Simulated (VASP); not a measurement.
# Br (Pm-3m) in VASP: a series of runs

Br is run at these levels: PBE; tasks: single point.

Program: VASP 6.6.1. These are calculated values, not measurements. Logs are shortened: lines on timing, memory, paths and dates and some standing lists are left out, and cuts for length are marked.

**1. The cell of the first run**

It takes space group Pm-3m (No. 221, cubic). The conventional cell has a = 4.537 Å, b = 4.537 Å, c = 4.537 Å, α = 90.00°, β = 90.00°, γ = 90.00°. Within 4.2 Å of Br (site symmetry 4/mmm) lie 8 Br at 3.21 Å.

**2. Single point, PBE, collinear spin (strained)**

Input file INCAR:

```
ALGO = Normal
EDIFF = 1E-6
ENCUT = 520
GGA = PE
ISIF = 2
ISMEAR = 0
ISPIN = 2
LASPH = True
LCHARG = True
LELF = True
LORBIT = 11
LREAL = False
LVHAR = True
LWAVE = False
MAGMOM = 1 1 1
NBANDS = 22
NELM = 150
PREC = Accurate
SIGMA = 0.1
```

Input file KPOINTS:

```
k-points
0
Gamma
  10 10 10
```

Input file POSCAR:

```
Br
1.0
    4.5365837190      0.0000000000      0.0000000000
    0.0000000000      4.5365837190      0.0000000000
    0.0000000000      0.0000000000      4.5365837190
Br
3
Direct
    0.5000000000      0.0000000000      0.0000000000
    0.0000000000      0.5000000000      0.0000000000
    0.0000000000      0.0000000000      0.5000000000
```

Potentials or basis: VASP PAW PBE potentials, release 64 (Br).

On the command line:

```bash
$ cat potpaw_PBE.64/Br/POTCAR > POTCAR
$ mpirun -np 1 vasp_std > vasp.out
```

OUTCAR:

```text
EDIFF = 1E-6
   ENCUT = 520
   GGA = PE
   ISIF = 2
   ISMEAR = 0
   ISPIN = 2
   LASPH = True
   LORBIT = 11
   LREAL = False
   NELM = 150
   PREC = Accurate

 ion  position               nearest neighbor table
   1  0.500  0.000  0.000-
   2  0.000  0.500  0.000-
   3  0.000  0.000  0.500-

  LATTYP: Found a simple cubic cell.
 ALAT       =     4.5365837190

  Lattice vectors:

 A1 = (   4.5365837190,   0.0000000000,   0.0000000000)
 A2 = (   0.0000000000,   4.5365837190,   0.0000000000)
 A3 = (   0.0000000000,   0.0000000000,   4.5365837190)

Analysis of symmetry for initial positions (statically):
=====================================================================
 Subroutine PRICEL returns:
 Original cell was already a primitive cell.

 Routine SETGRP: Setting up the symmetry group for a
 simple cubic supercell.

 Subroutine GETGRP returns: Found 48 space group operations
 (whereof 48 operations were pure point group operations)
 out of a pool of 48 trial point group operations.

The static configuration has the point symmetry O_h .

Analysis of symmetry for dynamics (positions and initial velocities):
=====================================================================
 Subroutine PRICEL returns:
 Original cell was already a primitive cell.

 Routine SETGRP: Setting up the symmetry group for a
 simple cubic supercell.

 Subroutine GETGRP returns: Found 48 space group operations
 (whereof 48 operations were pure point group operations)
 out of a pool of 48 trial point group operations.

The dynamic configuration has the point symmetry O_h .

Analysis of structural, dynamic, and magnetic symmetry:
=====================================================================
 Subroutine PRICEL returns:
 Original cell was already a primitive cell.

 Routine SETGRP: Setting up the symmetry group for a
 simple cubic supercell.

 Subroutine GETGRP returns: Found 48 space group operations
 (whereof 48 operations were pure point group operations)
 out of a pool of 48 trial point group operations.

The overall configuration has the point symmetry O_h .

 Subroutine INISYM returns: Found 48 space group operations
 (whereof 48 operations are pure point group operations),
 and found     1 'primitive' translations

----------------------------------------------------------------------------------------

                                     Primitive cell

  volume of cell :      93.3656

  direct lattice vectors                    reciprocal lattice vectors
     4.536583719  0.000000000  0.000000000     0.220430188  0.000000000  0.000000000
     0.000000000  4.536583719  0.000000000     0.000000000  0.220430188  0.000000000
     0.000000000  0.000000000  4.536583719     0.000000000  0.000000000  0.220430188

  length of vectors
     4.536583719  4.536583719  4.536583719     0.220430188  0.220430188  0.220430188

  position of ions in fractional coordinates (direct lattice)
     0.500000000  0.000000000  0.000000000
     0.000000000  0.500000000  0.000000000
     0.000000000  0.000000000  0.500000000

  ion indices of the primitive-cell ions
   primitive index   ion index
                 1           1
                 2           2
                 3           3

----------------------------------------------------------------------------------------

 KPOINTS: k-points

Automatic generation of k-mesh.
 Grid dimensions read from file:
 generate k-points for:   10   10   10

 Generating k-lattice:

  Cartesian coordinates                     Fractional coordinates (reciprocal lattice)
     0.022043019  0.000000000  0.000000000     0.100000000  0.000000000  0.000000000
     0.000000000  0.022043019  0.000000000     0.000000000  0.100000000  0.000000000
     0.000000000  0.000000000  0.022043019     0.000000000  0.000000000  0.100000000

  Length of vectors
     0.022043019  0.022043019  0.022043019

  Shift w.r.t. Gamma in fractional coordinates (k-lattice)
     0.000000000  0.000000000  0.000000000

 Subroutine IBZKPT returns following result:
 ===========================================

 Found     56 irreducible k-points:

 Following reciprocal coordinates:
            Coordinates               Weight
  0.000000  0.000000  0.000000      1.000000
  0.100000  0.000000  0.000000      6.000000
  0.200000  0.000000  0.000000      6.000000
  0.300000  0.000000  0.000000      6.000000
  0.400000  0.000000  0.000000      6.000000
  0.500000  0.000000  0.000000      3.000000
[... 16 lines left out ...]
  0.200000  0.100000  0.100000     24.000000
  0.300000  0.100000  0.100000     24.000000
 [... further k-points ...]
   k-points           NKPTS =     56   k-points in BZ     NKDIM =     56   number of bands    NBANDS=     22
   number of dos      NEDOS =    301   number of ions     NIONS =      3
   total plane-waves  NPLWV =  46656
   dimension x,y,z NGX =    36 NGY =   36 NGZ =   36
   dimension x,y,z NGXF=    72 NGYF=   72 NGZF=   72
   ions per type =               3
   NGX,Y,Z   is equivalent  to a cutoff of  13.19, 13.19, 13.19 a.u.
   NGXF,Y,Z  is equivalent  to a cutoff of  26.38, 26.38, 26.38 a.u.
 SYSTEM =  unknown system
   PREC   = accura    normal or accurate (medium, high low for compatibility)
   ISTART =      0    job   : 0-new  1-cont  2-samecut
   ICHARG =      2    charge: 1-file 2-atom 10-const
   ISPIN  =      2    spin polarized calculation?
   LNONCOLLINEAR =      F non collinear calculations
   LSORBIT =      F    spin-orbit coupling
   LASPH  =      T    aspherical Exc in radial PAW
   ENCUT  =  520.0 eV  38.22 Ry    6.18 a.u.   8.44  8.44  8.44*2*pi/ulx,y,z
   NELM   =    150;   NELMIN=  2; NELMDL= -5     # of ELM steps
   EDIFF  = 0.1E-05   stopping-criterion for ELM
   LREAL  =      F    real-space projection
   EDIFFG = 0.1E-04   stopping-criterion for IOM
   NSW    =      0    number of steps for IOM
   IBRION =     -1    ionic relax: 0-MD 1-quasi-New 2-CG
   NFREE  =      0    steps in history (QN), initial steepest desc. (CG)
   ISIF   =      2    stress and relaxation
   ISYM   =      2    0-nonsym 1-usesym 2-fastsym
   POTIM  = 0.5000    time-step for ionic-motion
   TEBEG  =    0.0;   TEEND  =   0.0 temperature during run
   PSTRESS=    0.0 pullay stress
   NELECT =      21.0000    total number of electrons
   NUPDOWN=      -1.0000    fix difference up-down
   EMIN   =  10.00;   EMAX   =-10.00  energy-range for DOS
   EFERMI =   0.00;   METHOD = LEGACY
   ISMEAR =     0;   SIGMA  =   0.10  broadening in eV -4-tet -1-fermi 0-gaus
   EFERMI_NEDOS =   21; number of points for ismear=-14 and -15
   IALGO  =     38    algorithm
   IMIX   =      4    mixing-type and parameters
     AMIX     =   0.40;   BMIX     =  1.00
     AMIX_MAG =   1.60;   BMIX_MAG =  1.00
  volume/ion in A,a.u.               =      31.12       210.02
  Fermi-wavevector in a.u.,A,eV,Ry     =   0.995602  1.881415 13.486406  0.991223
  Thomas-Fermi vector in A             =   2.127633
   LORBIT       =     11    0 simple, 1 ext, 2 COOP (PROOUT), +10 PAW based schemes
   GGA     = PE    functional components
   LHFCALC =     F    Hartree Fock is set to
   AEXX    =    0.0000 exact exchange contribution
   IVDW    =     0    specifies the selected vdW correction
   LEPSILON=     F    determine dielectric tensor
   LRPA    =     F    only Hartree local field effects (RPA)
 spin polarized calculation
 Gauss-broadening in eV      SIGMA  =   0.10
  energy-cutoff  :      520.00
  volume of cell :       93.37
 maximum number of plane-waves:      2539
 NGX is ok and might be reduce to    36
   NGX = 17   NGY = 17   NGZ = 17

 number of electron      20.9999994 magnetization       0.6637863

 Free energy of the ion-electron system (eV)
  ---------------------------------------------------
  ext. energy  EPLUGINS =         0.00000000
  ---------------------------------------------------
  free energy    TOTEN  =        -3.15141624 eV

  energy without entropy =       -3.12232167  energy(sigma->0) =       -3.13686895

 E-fermi :   0.5693     XC(G=0):  -8.2878

 val. band max:        0.5672560153   @ k =   0.4000   0.4000   0.4000
 cond. band min:       0.5740207920   @ k =   0.3000   0.2000   0.1000
 fundamental gap:      0.0067647767
 Fermi energy:         0.5693180174

 spin component 1

 k-point     1 :       0.0000    0.0000    0.0000
  band No.  band energies     occupation
      1     -14.9406      1.00000
      2     -13.0332      1.00000
      3     -13.0332      1.00000
      4      -3.3991      1.00000
      5      -3.3991      1.00000
      6      -3.3991      1.00000
[... 14 lines left out ...]
     21      15.1039      0.00000
     22      15.1039      0.00000

 k-point     2 :       0.1000    0.0000    0.0000
  band No.  band energies     occupation
      1     -14.9065      1.00000
      2     -13.0849      1.00000
      3     -13.0305      1.00000
      4      -3.3550      1.00000
      5      -3.3550      1.00000
      6      -3.3278      1.00000
[... 14 lines left out ...]
     21      14.3486      0.00000
     22      14.7582      0.00000

 k-point     3 :       0.2000    0.0000    0.0000
  band No.  band energies     occupation
      1     -14.8076      1.00000
      2     -13.2293      1.00000
      3     -13.0233      1.00000
      4      -3.2281      1.00000
      5      -3.2281      1.00000
      6      -3.1184      1.00000
[... 14 lines left out ...]
     21      13.7548      0.00000
     22      14.1296      0.00000
[... 476 lines left out ...]
 k-point    23 :       0.2000    0.1000    0.1000
  band No.  band energies     occupation
      1     -14.7424      1.00000
      2     -13.2397      1.00000
      3     -13.0960      1.00000
      4      -3.4951      1.00000
      5      -3.0002      1.00000
      6      -2.8090      1.00000
[... 14 lines left out ...]
     21      13.9274      0.00000
     22      14.3013      0.00000

 k-point    24 :       0.3000    0.1000    0.1000
  band No.  band energies     occupation
      1     -14.5934      1.00000
      2     -13.4361      1.00000
      3     -13.0862      1.00000
      4      -3.3824      1.00000
      5      -2.8146      1.00000
      6      -2.4687      1.00000
[... 14 lines left out ...]
     21      13.7098      0.00000
     22      13.9908      0.00000

 [... further k-points ...]

 spin component 2

 k-point     1 :       0.0000    0.0000    0.0000
  band No.  band energies     occupation
      1     -14.7519      1.00000
      2     -12.8299      1.00000
      3     -12.8299      1.00000
      4      -3.2225      1.00000
      5      -3.2225      1.00000
      6      -3.2225      1.00000
[... 14 lines left out ...]
     21      15.1607      0.00000
     22      15.1607      0.00000

 k-point     2 :       0.1000    0.0000    0.0000
  band No.  band energies     occupation
      1     -14.7176      1.00000
      2     -12.8820      1.00000
      3     -12.8271      1.00000
      4      -3.1779      1.00000
      5      -3.1779      1.00000
      6      -3.1513      1.00000
[... 14 lines left out ...]
     21      14.4324      0.00000
     22      14.8158      0.00000

 k-point     3 :       0.2000    0.0000    0.0000
  band No.  band energies     occupation
      1     -14.6180      1.00000
      2     -13.0279      1.00000
      3     -12.8197      1.00000
      4      -3.0493      1.00000
      5      -3.0493      1.00000
      6      -2.9419      1.00000
[... 14 lines left out ...]
     21      13.8434      0.00000
     22      14.1904      0.00000
[... 476 lines left out ...]
 k-point    23 :       0.2000    0.1000    0.1000
  band No.  band energies     occupation
      1     -14.5523      1.00000
      2     -13.0383      1.00000
      3     -12.8931      1.00000
      4      -3.3171      1.00000
      5      -2.8214      1.00000
      6      -2.6314      1.00000
[... 14 lines left out ...]
     21      14.0173      0.00000
     22      14.3779      0.00000

 k-point    24 :       0.3000    0.1000    0.1000
  band No.  band energies     occupation
      1     -14.4022      1.00000
      2     -13.2365      1.00000
      3     -12.8830      1.00000
      4      -3.2013      1.00000
      5      -2.6336      1.00000
      6      -2.2945      1.00000
[... 14 lines left out ...]
     21      13.8113      0.00000
     22      14.0679      0.00000

 [... further k-points ...]

------------------------ aborting loop because EDIFF is reached ----------------------------------------

  FORCE on cell =-STRESS in cart. coord.  units (eV):
  Direction    XX          YY          ZZ          XY          YZ          ZX
  --------------------------------------------------------------------------------------
  -------------------------------------------------------------------------------------
  Total        0.2072236      0.2072236      0.2072236     -0.0000000      0.0000000      0.0000000
  in kB        3.5560101      3.5560101      3.5560101     -0.0000000      0.0000000      0.0000000
  external PRESSURE =       3.5560101 kB  Pullay stress =       0.0000000 kB

 VOLUME and BASIS-vectors are now :
 -----------------------------------------------------------------------------
  energy-cutoff  :      520.00
  volume of cell :       93.37
      direct lattice vectors                 reciprocal lattice vectors
     4.536583719  0.000000000  0.000000000     0.220430188  0.000000000  0.000000000
     0.000000000  4.536583719  0.000000000     0.000000000  0.220430188  0.000000000
     0.000000000  0.000000000  4.536583719     0.000000000  0.000000000  0.220430188

 POSITION                                       TOTAL-FORCE (eV/Angst)
 -----------------------------------------------------------------------------------
      2.26829      0.00000      0.00000         0.000000      0.000000      0.000000
      0.00000      2.26829      0.00000         0.000000      0.000000      0.000000
      0.00000      0.00000      2.26829         0.000000      0.000000      0.000000
 -----------------------------------------------------------------------------------
    total drift:                                0.000000      0.000000     -0.000000

  FREE ENERGIE OF THE ION-ELECTRON SYSTEM (eV)
  ---------------------------------------------------
  free  energy   TOTEN  =        -3.1514162367 eV

  energy  without entropy=       -3.1223216730  energy(sigma->0) =       -3.13686895

 total charge

# of ion       s       p       d       tot
------------------------------------------
    1        1.647   3.010   0.018   4.675
    2        1.647   3.010   0.018   4.675
    3        1.647   3.010   0.018   4.675
--------------------------------------------------
tot          4.942   9.030   0.054  14.026

 magnetization (x)

# of ion       s       p       d       tot
------------------------------------------
    1        0.007   0.171   0.001   0.178
    2        0.007   0.171   0.001   0.178
    3        0.007   0.171   0.001   0.178
--------------------------------------------------
tot          0.020   0.513   0.002   0.535
```

Wall time 6.3 min (1 thread of Oxide Virtual Turin-like, shared host); peak memory 0.29 GiB.

Results:

```yaml
Free_energy: -3.1514 eV
Pressure: 0.4 GPa
Net_moment: 0.66 μB per cell
Site_moments: Br +0.18 μB
Valence_electrons_inside_the_program's_atomic_spheres: Br 4.67
```

Levels at points of the mesh, in eV from the Fermi level:
Spin up:
| k point | band 9 | band 10 | band 11 | band 12 | band 13 | band 14 |
| --- | --- | --- | --- | --- | --- | --- |
| (0.00, 0.00, 0.00) | -1.09 | 0.23 | 0.23 | 0.23 | 4.90 | 7.28 |
| (0.50, 0.00, 0.00) | -1.91 | -1.58 | -0.19 | -0.19 | 7.27 | 8.13 |
| (0.50, 0.50, 0.00) | -1.84 | -1.84 | 0.13 | 0.45 | 8.14 | 8.73 |
| (0.50, 0.50, 0.50) | 0.18 | 0.47 | 0.47 | 0.47 | 5.40 | 9.42 |
Spin down:
```csv
k point,band 6,band 7,band 8,band 9,band 10,band 11,band 12,band 13,band 14,band 15
"(0.00, 0.00, 0.00)",-3.79,-0.92,-0.92,-0.92,0.46,0.46,0.46,4.98,7.35,8.25
"(0.50, 0.00, 0.00)",-2.35,-1.95,-1.75,-1.75,-1.43,0.03,0.03,7.35,8.21,9.51
"(0.50, 0.50, 0.00)",-2.02,-1.85,-1.85,-1.68,-1.68,0.40,0.63,8.20,8.80,10.23
"(0.50, 0.50, 0.50)",-3.73,-3.73,0.46,0.46,0.65,0.65,0.65,5.45,9.50,9.50
```

Caveat: the cell differs from its parent crystal (strained); a moment this small can come from the mesh or the smearing.

[end of part 1 of 2]
